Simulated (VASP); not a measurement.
The system is Co.

```xyz
1
Lattice="-1.4146 1.3929 1.3922 1.4430 -1.3751 1.4028 1.4113 1.3718 -1.3744" Properties=species:S:1:pos:R:3 pbc="T T T"
Co    0.0000    0.0000    0.0000
```

Base run:

```yaml
Program: VASP 6.6.1
Functional: PBE
Potentials_or_basis: VASP PAW PBE potentials, release 64 (Co)
Cutoff: 520 eV
k_mesh: 11 × 11 × 11
Occupations: fermi-dirac, width 0.05 eV
Spin: collinear spin, ferromagnetic start
Starting_moments: "[1.0] μB"
Fixed_moment: 1 μB
```

Its results: pressure -7.1 GPa; site moments Co +1.02 μB.

The run is repeated on the same cell with these changes: fixed moment from 1 μB to 3 μB; moments at the start from [1.0] to [3.0]. What comes out?

Pressure 36.2 GPa; site moments Co +2.87 μB.

Caveats: the total moment is fixed, so each spin has its own Fermi level; the cell stands under tension (at least some runs); the cell stands under pressure (at least some runs).
